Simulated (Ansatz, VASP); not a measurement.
# Two plane-wave programs on Cu

```
CELL_PARAMETERS angstrom
0.00000 1.78833 1.78833
1.78833 0.00000 1.78833
1.78833 1.78833 0.00000
ATOMIC_POSITIONS crystal
Cu 0.00000 0.00000 0.00000
```

Alike in both runs: functional r2SCAN; k mesh 20 × 20 × 20; occupations gaussian, width 0.1 eV; no spin polarisation.

Ansatz relaxed the structure, and its values are those at the end. VASP's run is a single point on that final structure, the one shown.

|  | VASP | Ansatz |
| --- | --- | --- |
| version | VASP 6.6.1 | Ansatz 0.2.0 |
| potentials or method | VASP PAW PBE potentials, release 64 (Cu), cutoff 520 eV | scalar-relativistic, plane waves, PAW |
| valence electrons in the cell | 11 | 19 |

|  | VASP | Ansatz | Ansatz less VASP |
| --- | --- | --- | --- |
| gap on the k mesh at the Fermi level (eV) | none | none | - |
| pressure (GPa) | 0.5 | 0.0 | -0.49 |

VASP's potentials were made for PBE, not for r2SCAN. A gap of «none» marks a metal or a gap that the smearing closes. The functional is the same, so the differences come from potentials, cutoffs and numerics. VASP's potentials hold 11 valence electrons a cell and Ansatz's 19, so a difference there can come from the potentials and not from the codes.
